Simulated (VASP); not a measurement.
A run of VASP 6.6.1 is set up as follows.

File INCAR:

```
PREC = Accurate
ENCUT = 520
EDIFF = 1E-7
ISMEAR = -1
SIGMA = 0.02
LREAL = False
LASPH = True
NELM = 100
ALGO = Normal
ISIF = 2
LWAVE = False
LCHARG = True
GGA = PE
LELF = True
LVHAR = True
NBANDS = 16
```

KPOINTS

```
regular mesh
0
Gamma
  8 8 8
```

File POSCAR:

```
AgCl
1.0
    0.0000000000      2.7731838141      2.8841111667
    2.7731838141      0.0000000000      2.8841111667
    2.7731838141      2.7731838141      0.0000000000
Ag Cl
1 1
Direct
    0.0000000000      0.0000000000      0.0000000000
    0.5000000000      0.5000000000      0.5000000000
```

Potentials or basis: VASP PAW PBE potentials, release 64 (Ag, Cl).

Launch:

```sh
$ cat potpaw_PBE.64/Ag/POTCAR potpaw_PBE.64/Cl/POTCAR > POTCAR
$ mpirun -np 1 vasp_std > vasp.out
```

Question: What does it give for the pressure?

Answer: -0.2 GPa.

Question: Estimate the band gap on the k mesh.

Answer: 0.81 eV (least direct gap 3.02 eV).

Stress tensor (GPa, compression positive):
```
 0.01  0.00  0.00
 0.00  0.01  0.00
 0.00  0.00 -0.56
```

Caveat: the cell differs from its parent crystal (uniaxial z strain +4.0%). A k mesh can miss the band edges.
